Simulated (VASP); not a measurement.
# Pb in VASP: settings compared

Aim: see how the results for Pb move with the level of theory and the settings. Levels: PBE, LDA. Tasks: single point.

Everything below comes from runs of VASP 6.6.1. Logs are shortened: lines on timing, memory, paths and dates and some standing lists are left out, and cuts for length are marked.

## Step 1: The cell of the first run

The cell holds a slab with vacuum, 4 atoms: a = 3.480 Å, b = 3.480 Å, c = 23.385 Å, α = 90.00°, β = 90.00°, γ = 120.00°.

## Step 2: Single point, PBE

File INCAR:

```
ALGO = Normal
EDIFF = 1E-6
ENCUT = 520
GGA = PE
ISIF = 2
ISMEAR = -1
LASPH = True
LCHARG = False
LREAL = False
LWAVE = False
NBANDS = 36
NELM = 60
PREC = Accurate
SIGMA = 0.05
```

File KPOINTS:

```
k-points
0
Gamma
  9 9 1
```

File POSCAR:

```
Pb
1.0
    3.4800006906      0.0000000000      0.0000000000
   -1.7400003453      3.0137690032      0.0000000000
    0.0000000000      0.0000000000     23.3850000000
Pb
4
Direct
    0.6666666667      0.3333333333      0.3153366655
    0.3333333333      0.6666666667      0.4335220053
    0.6666666667      0.3333333333      0.5664779947
    0.3333333333      0.6666666667      0.6846633345
```

Potentials or basis: VASP PAW PBE potentials, release 64 (Pb_d).

Command:

```console
$ cat potpaw_PBE.64/Pb_d/POTCAR > POTCAR
$ mpirun -np 1 vasp_std > vasp.out
```

OUTCAR:

```text
EDIFF = 1E-6
   ENCUT = 520
   GGA = PE
   ISIF = 2
   ISMEAR = -1
   LASPH = True
   LREAL = False
   NELM = 60
   PREC = Accurate

 ion  position               nearest neighbor table
   1  0.667  0.333  0.315-   2 3.42   2 3.42   2 3.42
   2  0.333  0.667  0.434-   1 3.42   1 3.42   1 3.42   3 3.70   3 3.70   3 3.70
   3  0.667  0.333  0.566-   4 3.42   4 3.42   4 3.42   2 3.70   2 3.70   2 3.70
   4  0.333  0.667  0.685-   3 3.42   3 3.42   3 3.42

  LATTYP: Found a hexagonal cell.
 ALAT       =     3.4800006906
 C/A-ratio  =     6.7198262527

  Lattice vectors:

 A1 = (   3.4800006906,   0.0000000000,   0.0000000000)
 A2 = (  -1.7400003453,   3.0137690032,   0.0000000000)
 A3 = (   0.0000000000,   0.0000000000,  23.3850000000)

Analysis of symmetry for initial positions (statically):
=====================================================================
 Subroutine PRICEL returns:
 Original cell was already a primitive cell.

 Routine SETGRP: Setting up the symmetry group for a
 hexagonal supercell.

 Subroutine GETGRP returns: Found 12 space group operations
 (whereof 12 operations were pure point group operations)
 out of a pool of 24 trial point group operations.

The static configuration has the point symmetry D_3d.

Analysis of symmetry for dynamics (positions and initial velocities):
=====================================================================
 Subroutine PRICEL returns:
 Original cell was already a primitive cell.

 Routine SETGRP: Setting up the symmetry group for a
 hexagonal supercell.

 Subroutine GETGRP returns: Found 12 space group operations
 (whereof 12 operations were pure point group operations)
 out of a pool of 24 trial point group operations.

The dynamic configuration has the point symmetry D_3d.

 Subroutine INISYM returns: Found 12 space group operations
 (whereof 12 operations are pure point group operations),
 and found     1 'primitive' translations

----------------------------------------------------------------------------------------

                                     Primitive cell

  volume of cell :     245.2600

  direct lattice vectors                    reciprocal lattice vectors
[... 67 lines left out ...]
   NGXF,Y,Z  is equivalent  to a cutoff of  26.75, 26.75, 25.59 a.u.
 SYSTEM =  unknown system
   PREC   = accura    normal or accurate (medium, high low for compatibility)
   ISTART =      0    job   : 0-new  1-cont  2-samecut
   ICHARG =      2    charge: 1-file 2-atom 10-const
   ISPIN  =      1    spin polarized calculation?
   LNONCOLLINEAR =      F non collinear calculations
   LSORBIT =      F    spin-orbit coupling
   LASPH  =      T    aspherical Exc in radial PAW
   ENCUT  =  520.0 eV  38.22 Ry    6.18 a.u.   6.47  6.47 43.48*2*pi/ulx,y,z
   NELM   =     60;   NELMIN=  2; NELMDL= -5     # of ELM steps
   EDIFF  = 0.1E-05   stopping-criterion for ELM
   LREAL  =      F    real-space projection
   EDIFFG = 0.1E-04   stopping-criterion for IOM
   NSW    =      0    number of steps for IOM
   IBRION =     -1    ionic relax: 0-MD 1-quasi-New 2-CG
   NFREE  =      0    steps in history (QN), initial steepest desc. (CG)
   ISIF   =      2    stress and relaxation
   ISYM   =      2    0-nonsym 1-usesym 2-fastsym
   POTIM  = 0.5000    time-step for ionic-motion
   TEBEG  =    0.0;   TEEND  =   0.0 temperature during run
   PSTRESS=    0.0 pullay stress
   NELECT =      56.0000    total number of electrons
   NUPDOWN=      -1.0000    fix difference up-down
   EMIN   =  10.00;   EMAX   =-10.00  energy-range for DOS
   EFERMI =   0.00;   METHOD = LEGACY
   ISMEAR =    -1;   SIGMA  =   0.05  broadening in eV -4-tet -1-fermi 0-gaus
   EFERMI_NEDOS =   21; number of points for ismear=-14 and -15
   IALGO  =     38    algorithm
   IMIX   =      4    mixing-type and parameters
     AMIX     =   0.40;   BMIX     =  1.00
     AMIX_MAG =   1.60;   BMIX_MAG =  1.00
  volume/ion in A,a.u.               =      61.31       413.77
  Fermi-wavevector in a.u.,A,eV,Ry     =   1.000603  1.890866 13.622249  1.001207
  Thomas-Fermi vector in A             =   2.132971
   LORBIT       =      0    0 simple, 1 ext, 2 COOP (PROOUT), +10 PAW based schemes
   GGA     = PE    functional components
[... 5 lines left out ...]
 non-spin polarized calculation
  energy-cutoff  :      520.00
  volume of cell :      245.26
 maximum number of plane-waves:      6687
 NGX is ok and might be reduce to    28
   NGX = 13   NGY = 13   NGZ = 87

 number of electron      56.0000001 magnetization

 Free energy of the ion-electron system (eV)
  ---------------------------------------------------
  ext. energy  EPLUGINS =         0.00000000
  ---------------------------------------------------
  free energy    TOTEN  =       -13.93627700 eV

  energy without entropy =      -13.92553748  energy(sigma->0) =      -13.93090724

 E-fermi :   1.6282     XC(G=0):  -5.6655

 val. band max:        1.4301659816   @ k =   0.3333   0.1111   0.0000
 cond. band min:       1.7110982482   @ k =   0.2222   0.1111   0.0000
 fundamental gap:      0.2809322666
 Fermi energy:         1.6282269921

 k-point     1 :       0.0000    0.0000    0.0000
  band No.  band energies     occupation
      1     -15.3793      2.00000
      2     -15.3786      2.00000
      3     -15.3351      2.00000
      4     -15.3289      2.00000
      5     -15.3289      2.00000
      6     -15.3268      2.00000
[... 457 lines left out ...]
     35       5.2711      0.00000
     36       5.2711      0.00000

------------------------ aborting loop because EDIFF is reached ----------------------------------------

  FORCE on cell =-STRESS in cart. coord.  units (eV):
  Direction    XX          YY          ZZ          XY          YZ          ZX
  --------------------------------------------------------------------------------------
  -------------------------------------------------------------------------------------
  Total        0.9190349      0.9190349     -0.0517413      0.0000000      0.0000000      0.0000000
  in kB        6.0036578      6.0036578     -0.3380034      0.0000000      0.0000000      0.0000000
  external PRESSURE =       3.8897707 kB  Pullay stress =       0.0000000 kB

 VOLUME and BASIS-vectors are now :
 -----------------------------------------------------------------------------
  energy-cutoff  :      520.00
  volume of cell :      245.26
      direct lattice vectors                 reciprocal lattice vectors
     3.480000691  0.000000000  0.000000000     0.287356265  0.165905217  0.000000000
    -1.740000345  3.013769003  0.000000000     0.000000000  0.331810434  0.000000000
     0.000000000  0.000000000 23.385000000     0.000000000  0.000000000  0.042762455

 POSITION                                       TOTAL-FORCE (eV/Angst)
 -----------------------------------------------------------------------------------
      1.74000      1.00459      7.37415         0.000000      0.000000      0.000221
     -0.00000      2.00918     10.13791         0.000000      0.000000     -0.002477
      1.74000      1.00459     13.24709        -0.000000      0.000000      0.002477
     -0.00000      2.00918     16.01085        -0.000000     -0.000000     -0.000221
 -----------------------------------------------------------------------------------
    total drift:                                0.000000     -0.000000     -0.000000

  FREE ENERGIE OF THE ION-ELECTRON SYSTEM (eV)
  ---------------------------------------------------
  free  energy   TOTEN  =       -13.9362770024 eV

  energy  without entropy=      -13.9255374754  energy(sigma->0) =      -13.93090724
```

OSZICAR:

```text
N       E                     dE             d eps       ncg     rms          rms(c)
DAV:   1     0.655087648907E+03    0.65509E+03   -0.26474E+04   912   0.152E+03
DAV:   2     0.502415034887E+02   -0.60485E+03   -0.59625E+03   880   0.435E+02
DAV:   3    -0.110816904679E+02   -0.61323E+02   -0.60801E+02  1052   0.186E+02
DAV:   4    -0.139270939911E+02   -0.28454E+01   -0.28418E+01  1004   0.503E+01
[... 11 lines left out ...]
DAV:  16    -0.139361784575E+02   -0.44803E-04   -0.74882E-06   952   0.349E-02    0.213E-03
DAV:  17    -0.139362343661E+02   -0.55909E-04   -0.38776E-06   612   0.135E-02    0.960E-04
DAV:  18    -0.139362677849E+02   -0.33419E-04   -0.30769E-06   588   0.102E-02    0.650E-04
DAV:  19    -0.139362762555E+02   -0.84706E-05   -0.66005E-07   620   0.308E-03    0.279E-04
DAV:  20    -0.139362770024E+02   -0.74691E-06   -0.56618E-08   592   0.602E-03
   1 F= -.13936277E+02 E0= -.13930907E+02  d E =-.107395E-01
```

stdout:

```text
POSCAR found type information on POSCAR Pb
 POSCAR found :  1 types and       4 ions
 scaLAPACK will be used
 LDA part: xc-table for (Slater+PW92), standard interpolation
 POSCAR, INCAR and KPOINTS ok, starting setup
 FFT: planning ... GRIDC
 FFT: planning ... GRID_SOFT
 FFT: planning ... GRID
 WAVECAR not read
 entering main loop
```

Run time: 2.9 min. Hardware: 1 thread of AMD EPYC 7R43 (Zen 3), shared host; peak memory 0.35 GiB.

Results:

- Free energy: -13.9363 eV
- Band gap on the k mesh: zero (bands 28 and 29 overlap by 4.10 eV)

Forces in eV/Å, atoms in the order of the input:
```
Pb   0.000  0.000  0.000
Pb   0.000  0.000 -0.002
Pb   0.000  0.000  0.002
Pb   0.000  0.000  0.000
```

Levels at points of the mesh, in eV from the Fermi level:
```csv
k point,band 25,band 26,band 27,band 28,band 29,band 30,band 31,band 32
"(0.00, 0.00, 0.00)",-3.34,-1.59,1.09,2.95,3.55,4.78,5.06,6.09
```

Caveat: spin-orbit coupling is left out, which moves the levels of the heavy elements.

## Step 3: Single point, PBE

File INCAR:

```
ALGO = Normal ; EDIFF = 1E-7
ENCUT = 520 ; GGA = PE
ISIF = 2 ; ISMEAR = -1
LASPH = T ; LCHARG = F
LREAL = F ; LWAVE = F
NBANDS = 36 ; NELM = 80
PREC = Accurate ; SIGMA = 0.05
```

KPOINTS is that of step 2.

File POSCAR:

```
Pb
1.0
    3.4800006906      0.0000000000      0.0000000000
   -1.7400003453      3.0137690032      0.0000000000
    0.0000000000      0.0000000000     23.3850000000
Pb
4
Direct
    0.6666666667      0.3333333334      0.3207184092
    0.3333333333      0.6666666666      0.4402394697
    0.6666666667      0.3333333334      0.5597605303
    0.3333333333      0.6666666666      0.6792815908
```

Potentials or basis: VASP PAW PBE potentials, release 64 (Pb_d).

Command:

```console
$ cat potpaw_PBE.64/Pb_d/POTCAR > POTCAR
$ mpirun -np 1 vasp_std > vasp.out
```

OUTCAR:

```text
EDIFF = 1E-7
   ENCUT = 520
   GGA = PE
   ISIF = 2
   ISMEAR = -1
   LASPH = T
   LREAL = F
   NELM = 80
   PREC = Accurate

 ion  position               nearest neighbor table
   1  0.667  0.333  0.321-   2 3.44   2 3.44   2 3.44
   2  0.333  0.667  0.440-   1 3.44   1 3.44   1 3.44   3 3.44   3 3.44   3 3.44
   3  0.667  0.333  0.560-   4 3.44   4 3.44   4 3.44   2 3.44   2 3.44   2 3.44
   4  0.333  0.667  0.679-   3 3.44   3 3.44   3 3.44

  LATTYP: Found a hexagonal cell.
 ALAT       =     3.4800006906
 C/A-ratio  =     6.7198262527

  Lattice vectors:

 A1 = (   3.4800006906,   0.0000000000,   0.0000000000)
 A2 = (  -1.7400003453,   3.0137690032,   0.0000000000)
 A3 = (   0.0000000000,   0.0000000000,  23.3850000000)

Analysis of symmetry for initial positions (statically):
=====================================================================
 Subroutine PRICEL returns:
 Original cell was already a primitive cell.

 Routine SETGRP: Setting up the symmetry group for a
 hexagonal supercell.

 Subroutine GETGRP returns: Found 12 space group operations
 (whereof 12 operations were pure point group operations)
 out of a pool of 24 trial point group operations.

The static configuration has the point symmetry D_3d.

Analysis of symmetry for dynamics (positions and initial velocities):
=====================================================================
 Subroutine PRICEL returns:
 Original cell was already a primitive cell.

 Routine SETGRP: Setting up the symmetry group for a
 hexagonal supercell.

 Subroutine GETGRP returns: Found 12 space group operations
 (whereof 12 operations were pure point group operations)
 out of a pool of 24 trial point group operations.

The dynamic configuration has the point symmetry D_3d.
[... 98 lines left out ...]
   POTIM  = 0.5000    time-step for ionic-motion
   TEBEG  =    0.0;   TEEND  =   0.0 temperature during run
   PSTRESS=    0.0 pullay stress
   NELECT =      56.0000    total number of electrons
   NUPDOWN=      -1.0000    fix difference up-down
   EMIN   =  10.00;   EMAX   =-10.00  energy-range for DOS
   EFERMI =   0.00;   METHOD = LEGACY
   ISMEAR =    -1;   SIGMA  =   0.05  broadening in eV -4-tet -1-fermi 0-gaus
   EFERMI_NEDOS =   21; number of points for ismear=-14 and -15
   IALGO  =     38    algorithm
   IMIX   =      4    mixing-type and parameters
     AMIX     =   0.40;   BMIX     =  1.00
     AMIX_MAG =   1.60;   BMIX_MAG =  1.00
  volume/ion in A,a.u.               =      61.31       413.77
  Fermi-wavevector in a.u.,A,eV,Ry     =   1.000603  1.890866 13.622249  1.001207
  Thomas-Fermi vector in A             =   2.132971
   LORBIT       =      0    0 simple, 1 ext, 2 COOP (PROOUT), +10 PAW based schemes
   GGA     = PE    functional components
[... 5 lines left out ...]
 non-spin polarized calculation
  energy-cutoff  :      520.00
  volume of cell :      245.26
 maximum number of plane-waves:      6687
 NGX is ok and might be reduce to    28
   NGX = 13   NGY = 13   NGZ = 87

 number of electron      56.0000007 magnetization

 Free energy of the ion-electron system (eV)
  ---------------------------------------------------
  ext. energy  EPLUGINS =         0.00000000
  ---------------------------------------------------
  free energy    TOTEN  =       -13.87998473 eV

  energy without entropy =      -13.87278572  energy(sigma->0) =      -13.87638523

 E-fermi :   1.6577     XC(G=0):  -5.6136

 val. band max:        1.4253784796   @ k =   0.2222   0.1111   0.0000
 cond. band min:       1.6928110621   @ k =   0.4444   0.0000   0.0000
 fundamental gap:      0.2674325825
 Fermi energy:         1.6576509261

 k-point     1 :       0.0000    0.0000    0.0000
  band No.  band energies     occupation
      1     -15.3978      2.00000
      2     -15.3941      2.00000
      3     -15.3561      2.00000
      4     -15.3468      2.00000
      5     -15.3468      2.00000
      6     -15.3388      2.00000
[... 457 lines left out ...]
     35       5.5458      0.00000
     36       5.5458      0.00000

------------------------ aborting loop because EDIFF is reached ----------------------------------------

  FORCE on cell =-STRESS in cart. coord.  units (eV):
  Direction    XX          YY          ZZ          XY          YZ          ZX
  --------------------------------------------------------------------------------------
  -------------------------------------------------------------------------------------
  Total        1.1999729      1.1999729      1.2561964      0.0000000      0.0000000     -0.0000000
  in kB        7.8389039      7.8389039      8.2061878      0.0000000      0.0000000     -0.0000000
  external PRESSURE =       7.9613319 kB  Pullay stress =       0.0000000 kB

 VOLUME and BASIS-vectors are now :
 -----------------------------------------------------------------------------
  energy-cutoff  :      520.00
  volume of cell :      245.26
      direct lattice vectors                 reciprocal lattice vectors
     3.480000691  0.000000000  0.000000000     0.287356265  0.165905217  0.000000000
    -1.740000345  3.013769003  0.000000000     0.000000000  0.331810434  0.000000000
     0.000000000  0.000000000 23.385000000     0.000000000  0.000000000  0.042762455

 POSITION                                       TOTAL-FORCE (eV/Angst)
 -----------------------------------------------------------------------------------
      1.74000      1.00459      7.50000        -0.000000      0.000000     -0.019955
     -0.00000      2.00918     10.29500         0.000000      0.000000     -0.408527
      1.74000      1.00459     13.09000         0.000000      0.000000      0.408527
     -0.00000      2.00918     15.88500        -0.000000     -0.000000      0.019955
 -----------------------------------------------------------------------------------
    total drift:                                0.000000      0.000000     -0.000000

  FREE ENERGIE OF THE ION-ELECTRON SYSTEM (eV)
  ---------------------------------------------------
  free  energy   TOTEN  =       -13.8799847283 eV

  energy  without entropy=      -13.8727857241  energy(sigma->0) =      -13.87638523
```

stdout:

```text
POSCAR found type information on POSCAR Pb
 POSCAR found :  1 types and       4 ions
 scaLAPACK will be used
 LDA part: xc-table for (Slater+PW92), standard interpolation
 POSCAR, INCAR and KPOINTS ok, starting setup
 FFT: planning ... GRIDC
 FFT: planning ... GRID_SOFT
 FFT: planning ... GRID
 WAVECAR not read
 entering main loop
```

Wall time 5.4 min (1 thread of Intel Xeon 8259CL, shared host); peak memory 0.39 GiB.

Results:

```yaml
Free_energy: -13.8800 eV
Largest_force: 0.409 eV/Å
Band_gap_on_the_k_mesh: zero (bands 28 and 29 overlap by 4.17 eV)
```

Forces on the atoms (eV/Å):
```
Pb   0.000  0.000 -0.020
Pb   0.000  0.000 -0.409
Pb   0.000  0.000  0.409
Pb   0.000  0.000  0.020
```

Caveat: spin-orbit coupling is left out, which moves the levels of the heavy elements.

## Step 4: Single point, LDA

File INCAR:

```
PREC = Accurate
ENCUT = 520
EDIFF = 1E-6
ISMEAR = -1
SIGMA = 0.05
LREAL = F
LASPH = T
NELM = 80
ALGO = Normal
ISIF = 2
LWAVE = F
LCHARG = F
GGA = CA
NBANDS = 36
```

File KPOINTS:

```
regular mesh
0
Gamma
  9 9 1
```

POSCAR is that of step 3.

Potentials or basis: VASP PAW LDA potentials, release 64 (Pb_d).

Command:

```console
$ cat potpaw_LDA.64/Pb_d/POTCAR > POTCAR
$ mpirun -np 1 vasp_std > vasp.out
```

Wall time 3.9 min (1 thread of Intel Xeon 8259CL, shared host); peak memory 0.32 GiB.

The run converged. Its results:

| Quantity | Value |
| --- | --- |
| Free energy | -16.4728 eV |
| Largest force | 0.402 eV/Å |
| Band gap on the k mesh | zero (bands 28 and 29 overlap by 4.30 eV) |

Forces on the atoms (eV/Å):
```
Pb   0.000  0.000  0.283
Pb   0.000  0.000 -0.402
Pb   0.000  0.000  0.402
Pb   0.000  0.000 -0.283
```

Levels at points of the mesh, in eV from the Fermi level:
| k point | band 25 | band 26 | band 27 | band 28 | band 29 | band 30 | band 31 | band 32 |
| --- | --- | --- | --- | --- | --- | --- | --- | --- |
| (0.00, 0.00, 0.00) | -3.42 | -1.40 | 1.12 | 3.27 | 3.87 | 5.19 | 5.24 | 5.82 |

Caveat: spin-orbit coupling is left out, which moves the levels of the heavy elements.

## Step 5: The runs side by side

```tsv
level	potentials or basis	cell	gap on the mesh (eV)	largest force (eV/Å)
PBE	VASP PAW PBE potentials, release 64 (Pb_d)	as given, atomic positions A	none	-
PBE	VASP PAW PBE potentials, release 64 (Pb_d)	as given, atomic positions B	none	0.41
LDA	VASP PAW LDA potentials, release 64 (Pb_d)	as given, atomic positions B	none	0.40
```

Alike in all rows: task single point; no spin polarisation; k mesh 9 × 9 × 1; cutoff (eV) 520; smearing fermi-dirac 0.05 eV.

Caveats: spin-orbit coupling is left out, which moves the levels of the heavy elements.

Total energies depend on the potentials used, so only differences within one code and one set of settings carry meaning.
